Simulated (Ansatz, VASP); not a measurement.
## One calculation of MoS2, two programs

```xyz
3
Lattice="3.1497 0.0000 0.0000 -1.5749 2.7277 0.0000 0.0000 0.0000 6.6475" Properties=species:S:1:pos:R:3 pbc="T T T"
Mo    0.0000    0.0000    0.0000
S     0.0000    1.8185    1.5916
S     0.0000    1.8185    5.1059
```

Change from the starting cell: all S atoms moved +0.025 Å, as atom 2 along Cartesian [0 0 1].

Alike in both runs: task single point; functional PBE; dispersion D3(BJ); k mesh 12 × 12 × 4; occupations gaussian, width 0.05 eV; no spin polarisation.

|  | VASP | Ansatz |
| --- | --- | --- |
| version | VASP 6.6.1 | Ansatz 0.2.0 |
| potentials or method | VASP PAW PBE potentials, release 64 (Mo_sv, S), cutoff 520 eV | scalar-relativistic, plane waves, PAW |
| valence electrons in the cell | 26 | 26 |

|  | VASP | Ansatz | Ansatz less VASP |
| --- | --- | --- | --- |
| gap on the k mesh at the Fermi level (eV) | 1.20 | 1.19 | -0.011 |
| least direct gap on the mesh (eV) | 1.76 | 1.76 | -0.004 |
| pressure (GPa) | -0.1 | 0.0 | +0.13 |
| rms of the force components (eV/Å) | 0.311 | 0.312 | +0.0006 |

Atom by atom the forces differ by 0.006 eV/Å (rms over components).
